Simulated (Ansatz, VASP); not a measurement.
One calculation of ZnO, two programs

```
CELL_PARAMETERS angstrom
3.29207 0.00000 0.00000
-1.64603 2.85101 0.00000
0.00000 0.00000 5.27421
ATOMIC_POSITIONS crystal
Zn 0.66667 0.33333 0.00000
Zn 0.33333 0.66667 0.50000
O 0.33333 0.66667 0.87901
O 0.66667 0.33333 0.37901
```

Alike in both runs: task single point; functional b88 exchange, pbe correlation; k mesh 9 × 9 × 5; occupations fermi-dirac, width 0.05 eV; no spin polarisation.

|  | VASP | Ansatz |
| --- | --- | --- |
| version | VASP 6.6.1 | Ansatz 0.2.0 |
| potentials or method | VASP PAW PBE potentials, release 64 (Zn, O) | Ansatz PAW |
| plane-wave cutoff (eV) | 600 | 420 |
| valence electrons in the cell | 36 | 36 |

Ansatz gave:

```
gap on the k mesh at the Fermi level (eV)                     : 0.76
least direct gap on the mesh (eV)                             : 0.76
pressure (GPa)                                                : -0.9
traceless stress, the component that is largest in VASP (GPa) : 1.01
rms of the force components (eV/Å)                            : 0.032
```

Problem. Estimate VASP's values.

Solution. gap on the k mesh at the Fermi level (eV): 0.75; least direct gap on the mesh (eV): 0.75; pressure (GPa): -0.2; traceless stress, the component that is largest in VASP (GPa): 1.03; rms of the force components (eV/Å): 0.034.

VASP's potentials were made for PBE, not for b88 exchange, pbe correlation. Atom by atom the forces differ by 0.002 eV/Å (rms over components). The functional is the same, so the differences come from potentials, cutoffs and numerics.

Noted on Ansatz's run: odd divisions of the mesh miss points on the zone boundary, where band edges often lie, so the gap on the mesh can be too wide.
